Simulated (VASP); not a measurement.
PtSe:

```
CELL_PARAMETERS angstrom
0.00000 2.79841 2.79841
2.79841 0.00000 2.79841
2.79841 2.79841 0.00000
ATOMIC_POSITIONS crystal
Pt 0.50000 0.50000 0.50000
Se 0.00000 0.00000 0.00000
```

Program: VASP 6.6.1. Alike in all runs: task single point; potentials or basis VASP PAW PBE potentials, release 64 (Pt, Se); no spin polarisation; cell as given; cutoff (eV) 520.

Question: Order these runs on this cell by their pressure, lowest first.
A. level PBE; k mesh 5 × 5 × 5; smearing fermi-dirac 0.04 eV
B. level HSE06; k mesh 4 × 4 × 4; smearing fermi-dirac 0.05 eV; grid for exact exchange (PRECFOCK) Normal; screening parameter 0.2079 1/Å
C. level B3LYP; k mesh 4 × 4 × 4; smearing fermi-dirac 0.05 eV; grid for exact exchange (PRECFOCK) Normal

Answer: B (-16.6 GPa), A (-14.2 GPa), C (-9.7 GPa).

Caveats: all runs use coarse meshes; the PAW data sets were made with another functional, which shifts forces and pressure a little (some runs).
